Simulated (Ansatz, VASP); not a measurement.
## One calculation of PbSe, two programs

File POSCAR:

```
PbSe
1.0
    0.0000000000      3.0696893639      3.0696893639
    3.0696893639      0.0000000000      3.0696893639
    3.0696893639      3.0696893639      0.0000000000
Pb Se
1 1
Direct
    0.0000000000      0.0000000000      0.0000000000
    0.5000000000      0.5000000000      0.5000000000
```

Contents of INCAR.step1:

```
SYSTEM = PbSe
PREC = Accurate
ENCUT = 520
EDIFF = 1E-5
ISMEAR = 0
SIGMA = 0.01
LREAL = .FALSE.
LASPH = .TRUE.
NELM = 60
ALGO = Normal
ISIF = 2
LWAVE = .TRUE.
LCHARG = .FALSE.
GGA = PE
NBANDS = 17
```

Contents of INCAR.step2:

```
SYSTEM = PbSe
PREC = Accurate
ENCUT = 520
EDIFF = 1E-6
ISMEAR = 0
SIGMA = 0.01
LREAL = .FALSE.
LASPH = .TRUE.
NELM = 60
ALGO = Normal
ISIF = 2
LWAVE = .FALSE.
LCHARG = .FALSE.
GGA = PE
LHFCALC = .TRUE.
HFSCREEN = 0.2079
PRECFOCK = Normal
ISTART = 1
NBANDS = 17
```

KPOINTS

```
Automatic mesh
0
G
  4 4 4
  0 0 0
```

Input for Ansatz:

```yaml
crystal:
  lattice:
    - [0.0, 3.0696893639, 3.0696893639]
    - [3.0696893639, 0.0, 3.0696893639]
    - [3.0696893639, 3.0696893639, 0.0]
  atoms:
    - { symbol: Pb, position: [0.0, 0.0, 0.0] }
    - { symbol: Se, position: [0.5, 0.5, 0.5] }
kpoints:
  mp_grid: { grid: [4, 4, 4] }
hamiltonian:
  xc: hse06
scf:
  occupations: { method: fixed }
  n_extra_bands: 4
output:
  forces: true
  stress: true
  eigenvalues: true
  write_density: true
  write_potential: true
  elf: true
  volumetric_format: npy
```

Alike in both runs: task single point; functional HSE06; k mesh 4 × 4 × 4; no spin polarisation.

|  | VASP | Ansatz |
| --- | --- | --- |
| version | VASP 6.6.1 | Ansatz 0.2.0 |
| potentials or method | VASP PAW PBE potentials, release 64 (Pb_d, Se) | plane waves, PAW |
| plane-wave cutoff (eV) | 520 | 420 |
| occupations | gaussian, width 0.01 eV | fixed |
| valence electrons in the cell | 20 | 30 |

Ansatz gave:

| Item | Value |
| --- | --- |
| gap on the k mesh at the Fermi level (eV) | 0.73 |
| pressure (GPa) | 0.9 |

Problem. Estimate VASP's values.

Solution. gap on the k mesh at the Fermi level (eV): 0.74; pressure (GPa): 0.8.

VASP's potentials hold 20 valence electrons a cell and Ansatz's 30, so a difference there can come from the potentials and not from the codes. Ansatz's warnings: stress exchange threshold loose, stress scf threshold loose.

The k mesh is coarse, so the values compare programs but aren't converged. Neither program's run includes spin-orbit coupling.
